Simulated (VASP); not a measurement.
## MgW: single point with PBE

MgW:

```
CELL_PARAMETERS angstrom
4.74384 0.00000 0.01447
0.00000 3.36643 0.00000
-0.01304 0.00000 4.28464
ATOMIC_POSITIONS crystal
Mg 0.50000 0.25000 0.75000
Mg 0.50000 0.75000 0.25000
W 0.00000 0.75000 0.75000
W 0.00000 0.25000 0.25000
```

```yaml
Program: VASP 6.6.1
Task: single point
Functional: PBE
Potentials_or_basis: VASP PAW PBE potentials, release 64 (Mg, W_sv)
Cutoff: 520 eV
k_mesh: 10 × 14 × 10
Occupations: gaussian, width 0.1 eV
Spin: no spin polarisation
Dipole_correction: no
Further_INCAR_settings: ALGO = Fast; EDIFF = 1e-06; NBANDS = 24
```

The pressure is 0.0 GPa. The band gap on the k mesh is zero (bands 16 and 17 overlap by 1.59 eV).

Stress tensor (GPa, compression positive):
```
-0.14  0.00  0.00
 0.00  0.11  0.00
 0.00  0.00  0.16
```

Levels at points of the mesh, in eV from the Fermi level:
```tsv
k point	band 12	band 13	band 14	band 15	band 16	band 17	band 18	band 19	band 20	band 21
(0.00, 0.00, 0.00)	-2.50	-2.30	-0.68	-0.68	-0.42	0.55	2.28	3.12	3.41	4.75
(0.50, 0.00, 0.00)	-2.99	-2.48	-1.72	-0.69	1.01	2.24	2.64	3.04	3.24	3.46
(0.00, 0.50, 0.00)	-1.95	-1.35	-1.35	-1.03	-1.03	-0.02	-0.02	2.99	2.99	5.04
(0.50, 0.50, 0.00)	-2.86	-0.86	-0.86	-0.57	-0.57	-0.17	-0.17	1.05	1.05	3.14
(0.00, 0.00, 0.50)	-2.06	-1.81	-1.81	0.15	0.15	0.46	0.46	0.75	0.75	5.25
(0.50, 0.00, 0.50)	-4.11	-0.64	-0.64	0.25	0.25	0.51	0.51	0.54	0.54	1.50
(0.00, 0.50, 0.50)	-3.05	-2.22	-2.22	-1.42	-1.42	2.71	2.71	2.88	2.88	4.35
(0.50, 0.50, 0.50)	-3.69	-1.00	-1.00	-0.33	-0.33	0.37	0.37	2.72	2.72	2.76
```

Run time: 2.8 min on 1 thread of Intel(R) Xeon(R) 6975P-C (Granite Rapids), with other jobs on the host, peak memory 0.51 GiB.

Caveat: spin-orbit coupling is left out, which moves the levels of the heavy elements.
